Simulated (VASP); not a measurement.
Write the native input for VASP 6.6.1 that does the following.

* Task: relaxation of cell and atoms
* Functional: r2SCAN
* Potentials or basis: VASP PAW PBE potentials, release 64 (Cs_sv, H_h)
* Cutoff: 1350 eV
* k mesh: 4 × 4 × 4
* Occupations: fermi-dirac, width 0.01 eV
* Spin: no spin polarisation
* Target pressure: 45 GPa
* Dipole correction: no
* Further INCAR settings: ALGO = Normal; EDIFF = 1e-07; IBRION = 2; EDIFFG = -0.02; NSW = 80; ISIF = 3

Crystal: CsH.

```
Cs H
1.0
     0.00000    3.32000    3.32000
     3.32000    0.00000    3.32000
     3.32000    3.32000    0.00000
Cs H
1 1
Cartesian
  0.0000 0.0000 0.0000
  1.6600 1.6600 1.6600
```

The input as run:

POSCAR

```
CsH
1.0
    0.0000000000      3.3200000000      3.3200000000
    3.3200000000      0.0000000000      3.3200000000
    3.3200000000      3.3200000000      0.0000000000
Cs H
1 1
Direct
    0.0000000000      0.0000000000      0.0000000000
    0.2500000000      0.2500000000      0.2500000000
```

INCAR.step1

```
PREC = Accurate
ENCUT = 1350
ISMEAR = -1
SIGMA = 0.01
LREAL = False
LASPH = True
NELM = 120
GGA = PE
ALGO = Normal
EDIFF = 1E-5
LWAVE = True
LCHARG = False
GGA_COMPAT = False
IBRION = 2
ISIF = 3
EDIFFG = -0.005
NELMIN = 4
NSW = 100
```

INCAR.step2

```
PREC = Accurate
ENCUT = 1350
EDIFF = 1E-7
ISMEAR = -1
SIGMA = 0.01
LREAL = False
LASPH = True
NELM = 120
ALGO = Normal
ISIF = 3
LWAVE = False
LCHARG = False
METAGGA = R2SCAN
LMIXTAU = True
IBRION = 2
NSW = 80
EDIFFG = -0.02
PSTRESS = 450.0
ISTART = 1
GGA_COMPAT = False
NELMIN = 4
```

KPOINTS

```
regular mesh
0
Gamma
  4 4 4
```

Potentials or basis: VASP PAW PBE potentials, release 64 (Cs_sv, H_h).

Command:

```sh
$ cat potpaw_PBE.64/Cs_sv/POTCAR potpaw_PBE.64/H_h/POTCAR > POTCAR
$ cp INCAR.step1 INCAR
$ mpirun -np 1 vasp_std > vasp.out
$ cp INCAR.step2 INCAR
$ mpirun -np 1 vasp_std > vasp.out
```

Results of the run:

```
Relaxed volume                                             : 14.17 Å³/atom
Relaxed cell                                               : a = 3.422 Å, b = 3.422 Å, c = 3.422 Å, α = 60.00°, β = 60.00°, γ = 60.00°
Space group after relaxing (to 0.1 Å)                      : F-43m (No. 216)
Energy change on relaxing (the run minimises the enthalpy) : +1762.3 meV/atom
Ionic steps                                                : 8
Pressure after relaxing                                    : 45.0 GPa
Band gap on the k mesh                                     : zero (bands 5 and 6 overlap by 0.30 eV)
```

Caveat: the k points lie up to 0.56 Å⁻¹ apart in the final cell; the cell is relaxed towards a set pressure, so the run minimises the enthalpy, not the energy; the volume moved by over 15 % at a fixed basis, so the end points are rough; the PAW data sets were made with another functional, which shifts forces and pressure a little; spin-orbit coupling is left out, which moves the levels of the heavy elements.

Wall time 42 min on 1 thread of AMD EPYC 7R43 64-Core Processor (Zen 3), on a shared host, peak memory 0.61 GiB.
